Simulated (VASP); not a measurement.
# NaCl in VASP: a series of runs

The runs below take NaCl through single point, with PBEsol.

All numbers are computed with VASP 6.6.1; they aren't measurements. Logs are shortened: lines on timing, memory, paths and dates and some standing lists are left out, and cuts for length are marked.

### 1 The cell of the first run

It takes space group Pm-3m (No. 221, cubic). The conventional cell has a = 3.362 Å, b = 3.362 Å, c = 3.362 Å, α = 90.00°, β = 90.00°, γ = 90.00°. Within 3.8 Å of Na (site symmetry m-3m) lie 8 Cl at 2.91 Å and 6 Na at 3.36 Å. Cl (site symmetry m-3m) has 8 Na at 2.91 Å and 6 Cl at 3.36 Å within 3.8 Å.

### 2 Single point, PBEsol (strain -0.040 along x and y, -0.040 along z)

INCAR

```
PREC     = Accurate       # precision mode
ENCUT    = 520            # plane-wave cutoff, eV
EDIFF    = 1E-6           # SCF threshold, eV
ISMEAR   = 0              # smearing method
SIGMA    = 0.05           # smearing width, eV
LREAL    = False          # projectors in reciprocal space
LASPH    = True           # aspherical terms in the spheres
NELM     = 80             # most SCF steps
ALGO     = Normal         # electronic algorithm
ISIF     = 2              # what is computed and relaxed
LWAVE    = False          # write WAVECAR
LCHARG   = False          # write CHGCAR
GGA      = PS             # functional
NBANDS   = 14             # bands
```

KPOINTS

```
regular mesh
0
Gamma
  6 6 6
```

POSCAR

```
NaCl
1.0
    3.3621024000      0.0000000000      0.0000000000
    0.0000000000      3.3621024000      0.0000000000
    0.0000000000      0.0000000000      3.3621024000
Na Cl
1 1
Direct
    0.0000000000      0.0000000000      0.0000000000
    0.5000000000      0.5000000000      0.5000000000
```

Potentials or basis: VASP PAW PBE potentials, release 64 (Na_pv, Cl).

Command:

```bash
$ cat potpaw_PBE.64/Na_pv/POTCAR potpaw_PBE.64/Cl/POTCAR > POTCAR
$ mpirun -np 1 vasp_std > vasp.out
```

OUTCAR:

```text
PREC = Accurate
   ENCUT = 520
   EDIFF = 1E-6
   ISMEAR = 0
   LREAL = False
   LASPH = True
   NELM = 80
   ISIF = 2
   GGA = PS

 ion  position               nearest neighbor table
   1  0.000  0.000  0.000-
   2  0.500  0.500  0.500-

  LATTYP: Found a simple cubic cell.
 ALAT       =     3.3621024000

  Lattice vectors:

 A1 = (   3.3621024000,   0.0000000000,   0.0000000000)
 A2 = (   0.0000000000,   3.3621024000,   0.0000000000)
 A3 = (   0.0000000000,   0.0000000000,   3.3621024000)

Analysis of symmetry for initial positions (statically):
=====================================================================
 Subroutine PRICEL returns:
 Original cell was already a primitive cell.

 Routine SETGRP: Setting up the symmetry group for a
 simple cubic supercell.

 Subroutine GETGRP returns: Found 48 space group operations
 (whereof 48 operations were pure point group operations)
 out of a pool of 48 trial point group operations.

The static configuration has the point symmetry O_h .

Analysis of symmetry for dynamics (positions and initial velocities):
=====================================================================
 Subroutine PRICEL returns:
 Original cell was already a primitive cell.

 Routine SETGRP: Setting up the symmetry group for a
 simple cubic supercell.

 Subroutine GETGRP returns: Found 48 space group operations
 (whereof 48 operations were pure point group operations)
 out of a pool of 48 trial point group operations.

The dynamic configuration has the point symmetry O_h .

 Subroutine INISYM returns: Found 48 space group operations
 (whereof 48 operations are pure point group operations),
 and found     1 'primitive' translations

----------------------------------------------------------------------------------------

                                     Primitive cell

  volume of cell :      38.0043

  direct lattice vectors                    reciprocal lattice vectors
     3.362102400  0.000000000  0.000000000     0.297432940  0.000000000  0.000000000
     0.000000000  3.362102400  0.000000000     0.000000000  0.297432940  0.000000000
     0.000000000  0.000000000  3.362102400     0.000000000  0.000000000  0.297432940

  length of vectors
     3.362102400  3.362102400  3.362102400     0.297432940  0.297432940  0.297432940

  position of ions in fractional coordinates (direct lattice)
     0.000000000  0.000000000  0.000000000
     0.500000000  0.500000000  0.500000000

  ion indices of the primitive-cell ions
   primitive index   ion index
                 1           1
                 2           2

----------------------------------------------------------------------------------------

 KPOINTS: regular mesh

Automatic generation of k-mesh.
 Grid dimensions read from file:
 generate k-points for:    6    6    6

 Generating k-lattice:

  Cartesian coordinates                     Fractional coordinates (reciprocal lattice)
     0.049572157  0.000000000  0.000000000     0.166666667  0.000000000  0.000000000
     0.000000000  0.049572157  0.000000000     0.000000000  0.166666667  0.000000000
     0.000000000  0.000000000  0.049572157     0.000000000  0.000000000  0.166666667

  Length of vectors
     0.049572157  0.049572157  0.049572157

  Shift w.r.t. Gamma in fractional coordinates (k-lattice)
     0.000000000  0.000000000  0.000000000

 Subroutine IBZKPT returns following result:
 ===========================================

 Found     20 irreducible k-points:

 Following reciprocal coordinates:
            Coordinates               Weight
  0.000000  0.000000  0.000000      1.000000
  0.166667  0.000000  0.000000      6.000000
  0.333333  0.000000  0.000000      6.000000
  0.500000  0.000000  0.000000      3.000000
  0.166667  0.166667  0.000000     12.000000
  0.333333  0.166667  0.000000     24.000000
[... 12 lines left out ...]
  0.500000  0.500000  0.333333      6.000000
  0.500000  0.500000  0.500000      1.000000
   k-points           NKPTS =     20   k-points in BZ     NKDIM =     20   number of bands    NBANDS=     14
   number of dos      NEDOS =    301   number of ions     NIONS =      2
   total plane-waves  NPLWV =  21952
   dimension x,y,z NGX =    28 NGY =   28 NGZ =   28
   dimension x,y,z NGXF=    56 NGYF=   56 NGZF=   56
   ions per type =               1   1
   NGX,Y,Z   is equivalent  to a cutoff of  13.85, 13.85, 13.85 a.u.
   NGXF,Y,Z  is equivalent  to a cutoff of  27.69, 27.69, 27.69 a.u.
 SYSTEM =  unknown system
   PREC   = accura    normal or accurate (medium, high low for compatibility)
   ISTART =      0    job   : 0-new  1-cont  2-samecut
   ICHARG =      2    charge: 1-file 2-atom 10-const
   ISPIN  =      1    spin polarized calculation?
   LNONCOLLINEAR =      F non collinear calculations
   LSORBIT =      F    spin-orbit coupling
   LASPH  =      T    aspherical Exc in radial PAW
   ENCUT  =  520.0 eV  38.22 Ry    6.18 a.u.   6.25  6.25  6.25*2*pi/ulx,y,z
   NELM   =     80;   NELMIN=  2; NELMDL= -5     # of ELM steps
   EDIFF  = 0.1E-05   stopping-criterion for ELM
   LREAL  =      F    real-space projection
   EDIFFG = 0.1E-04   stopping-criterion for IOM
   NSW    =      0    number of steps for IOM
   IBRION =     -1    ionic relax: 0-MD 1-quasi-New 2-CG
   NFREE  =      0    steps in history (QN), initial steepest desc. (CG)
   ISIF   =      2    stress and relaxation
   ISYM   =      2    0-nonsym 1-usesym 2-fastsym
   POTIM  = 0.5000    time-step for ionic-motion
   TEBEG  =    0.0;   TEEND  =   0.0 temperature during run
   PSTRESS=    0.0 pullay stress
   NELECT =      14.0000    total number of electrons
   NUPDOWN=      -1.0000    fix difference up-down
   EMIN   =  10.00;   EMAX   =-10.00  energy-range for DOS
   EFERMI =   0.00;   METHOD = LEGACY
   ISMEAR =     0;   SIGMA  =   0.05  broadening in eV -4-tet -1-fermi 0-gaus
   EFERMI_NEDOS =   21; number of points for ismear=-14 and -15
   IALGO  =     38    algorithm
   IMIX   =      4    mixing-type and parameters
     AMIX     =   0.40;   BMIX     =  1.00
     AMIX_MAG =   1.60;   BMIX_MAG =  1.00
  volume/ion in A,a.u.               =      19.00       128.23
  Fermi-wavevector in a.u.,A,eV,Ry     =   1.173563  2.217713 18.738640  1.377251
  Thomas-Fermi vector in A             =   2.309974
   LORBIT       =      0    0 simple, 1 ext, 2 COOP (PROOUT), +10 PAW based schemes
   GGA     = PS    functional components
   LHFCALC =     F    Hartree Fock is set to
   AEXX    =    0.0000 exact exchange contribution
   IVDW    =     0    specifies the selected vdW correction
   LEPSILON=     F    determine dielectric tensor
   LRPA    =     F    only Hartree local field effects (RPA)
 non-spin polarized calculation
 Gauss-broadening in eV      SIGMA  =   0.05
  energy-cutoff  :      520.00
  volume of cell :       38.00
 maximum number of plane-waves:      1064
 NGX is ok and might be reduce to    28
   NGX = 13   NGY = 13   NGZ = 13

 number of electron      14.0000002 magnetization

 Free energy of the ion-electron system (eV)
  ---------------------------------------------------
  ext. energy  EPLUGINS =         0.00000000
  ---------------------------------------------------
  free energy    TOTEN  =        -6.70701873 eV

  energy without entropy =       -6.70701873  energy(sigma->0) =       -6.70701873

 E-fermi :   1.5617     XC(G=0):  -9.1393

 val. band max:        1.2926745460   @ k =   0.5000   0.5000   0.0000
 cond. band min:       5.5559142447   @ k =   0.0000   0.0000   0.0000
 fundamental gap:      4.2632396987
 Fermi energy:         1.5616829128

 k-point     1 :       0.0000    0.0000    0.0000
  band No.  band energies     occupation
      1     -20.5110      2.00000
      2     -20.5110      2.00000
      3     -20.5110      2.00000
      4     -12.5545      2.00000
      5       0.6815      2.00000
      6       0.6815      2.00000
      7       0.6815      2.00000
      8       5.5559      0.00000
      9       9.5302      0.00000
     10       9.5302      0.00000
     11      17.6332      0.00000
     12      17.6332      0.00000
     13      17.6333      0.00000
     14      18.0431      0.00000

 k-point     2 :       0.1667    0.0000    0.0000
  band No.  band energies     occupation
      1     -20.5285      2.00000
      2     -20.5094      2.00000
      3     -20.5094      2.00000
      4     -12.4367      2.00000
      5      -0.2932      2.00000
      6       0.7491      2.00000
      7       0.7491      2.00000
      8       6.3402      0.00000
      9       9.8571      0.00000
     10      10.3134      0.00000
     11      15.6247      0.00000
     12      15.6247      0.00000
     13      17.2769      0.00000
     14      17.8564      0.00000

 k-point     3 :       0.3333    0.0000    0.0000
  band No.  band energies     occupation
      1     -20.5631      2.00000
      2     -20.5063      2.00000
      3     -20.5063      2.00000
      4     -12.1832      2.00000
      5      -1.7141      2.00000
      6       0.8907      2.00000
      7       0.8907      2.00000
      8       7.6054      0.00000
      9      10.7707      0.00000
     10      11.0547      0.00000
     11      13.9492      0.00000
     12      13.9492      0.00000
     13      15.9109      0.00000
     14      17.8329      0.00000
[... 256 lines left out ...]
 k-point    19 :       0.5000    0.5000    0.3333
  band No.  band energies     occupation
      1     -20.5552      2.00000
      2     -20.5552      2.00000
      3     -20.5395      2.00000
      4     -11.4105      2.00000
      5      -1.1322      2.00000
      6      -1.1322      2.00000
      7      -0.5112      2.00000
      8       7.7167      0.00000
      9       8.9259      0.00000
     10       8.9259      0.00000
     11      15.0218      0.00000
     12      15.7864      0.00000
     13      17.7455      0.00000
     14      17.7455      0.00000

 k-point    20 :       0.5000    0.5000    0.5000
  band No.  band energies     occupation
      1     -20.5528      2.00000
      2     -20.5528      2.00000
      3     -20.5528      2.00000
      4     -11.3091      2.00000
      5      -0.9999      2.00000
      6      -0.9999      2.00000
      7      -0.9999      2.00000
      8       8.2223      0.00000
      9       8.2223      0.00000
     10       8.2223      0.00000
     11      13.9179      0.00000
     12      18.2395      0.00000
     13      18.2395      0.00000
     14      18.2395      0.00000

------------------------ aborting loop because EDIFF is reached ----------------------------------------

  FORCE on cell =-STRESS in cart. coord.  units (eV):
  Direction    XX          YY          ZZ          XY          YZ          ZX
  --------------------------------------------------------------------------------------
  -------------------------------------------------------------------------------------
  Total        0.6129121      0.6129121      0.6129121     -0.0000000     -0.0000000     -0.0000000
  in kB       25.8390141     25.8390141     25.8390141     -0.0000000     -0.0000000     -0.0000000
  external PRESSURE =      25.8390141 kB  Pullay stress =       0.0000000 kB

 VOLUME and BASIS-vectors are now :
 -----------------------------------------------------------------------------
  energy-cutoff  :      520.00
  volume of cell :       38.00
      direct lattice vectors                 reciprocal lattice vectors
     3.362102400  0.000000000  0.000000000     0.297432940  0.000000000  0.000000000
     0.000000000  3.362102400  0.000000000     0.000000000  0.297432940  0.000000000
     0.000000000  0.000000000  3.362102400     0.000000000  0.000000000  0.297432940

 POSITION                                       TOTAL-FORCE (eV/Angst)
 -----------------------------------------------------------------------------------
      0.00000      0.00000      0.00000         0.000000      0.000000      0.000000
      1.68105      1.68105      1.68105         0.000000      0.000000      0.000000
 -----------------------------------------------------------------------------------
    total drift:                               -0.000000      0.000000      0.000000

  FREE ENERGIE OF THE ION-ELECTRON SYSTEM (eV)
  ---------------------------------------------------
  free  energy   TOTEN  =        -6.7070187319 eV

  energy  without entropy=       -6.7070187319  energy(sigma->0) =       -6.70701873
```

Run time: 14 s. Hardware: 1 thread of Intel Xeon 8259CL, shared host; peak memory 0.15 GiB.

Results:

```yaml
Free_energy: -6.7070 eV
Pressure: 2.6 GPa
Band_gap_on_the_k_mesh: 4.26 eV (least direct gap 4.87 eV)
```

Caveat: the cell differs from its parent crystal (strain -0.040 along x and y, -0.040 along z); the PAW data sets were made with another functional, which shifts forces and pressure a little.

### 3 Single point, PBEsol (strain +0.040 along x and y, +0.040 along z)

INCAR

```
  PREC = Accurate
  ENCUT = 520
  EDIFF = 1E-6
  ISMEAR = 0
  SIGMA = 0.05
  LREAL = F
  LASPH = T
  NELM = 100
  ALGO = Normal
  ISIF = 2
  LWAVE = F
  LCHARG = F
  GGA = PS
  NBANDS = 14
```

KPOINTS is that of step 2.

POSCAR

```
NaCl
1.0
    3.6422776000      0.0000000000      0.0000000000
    0.0000000000      3.6422776000      0.0000000000
    0.0000000000      0.0000000000      3.6422776000
Na Cl
1 1
Direct
    0.0000000000      0.0000000000      0.0000000000
    0.5000000000      0.5000000000      0.5000000000
```

Potentials or basis: VASP PAW PBE potentials, release 64 (Na_pv, Cl).

Command:

```bash
$ cat potpaw_PBE.64/Na_pv/POTCAR potpaw_PBE.64/Cl/POTCAR > POTCAR
$ mpirun -np 1 vasp_std > vasp.out
```

Run time: 13 s. Hardware: 1 thread of Intel Xeon 8259CL, shared host; peak memory 0.15 GiB.

It converged, with:

```
Free energy            : -6.6450 eV
Pressure               : -3.2 GPa
Band gap on the k mesh : 3.50 eV (least direct gap 3.91 eV)
```

Levels at points of the mesh, in eV from the valence-band top:
```csv
k point,band 5,band 6,band 7,band 8,band 9,band 10
"(0.00, 0.00, 0.00)",-0.41,-0.41,-0.41,3.50,8.50,8.50
"(0.50, 0.00, 0.00)",-2.51,-0.21,-0.21,6.40,7.75,10.38
"(0.50, 0.50, 0.00)",-1.92,-1.92,0.00,5.42,9.47,10.13
"(0.50, 0.50, 0.50)",-1.55,-1.55,-1.55,6.95,6.95,6.95
```

Caveat: the cell differs from its parent crystal (strain +0.040 along x and y, +0.040 along z); the cell stands under tension; the PAW data sets were made with another functional, which shifts forces and pressure a little. A k mesh can miss the band edges.

(Continued in part 2 of 3.)
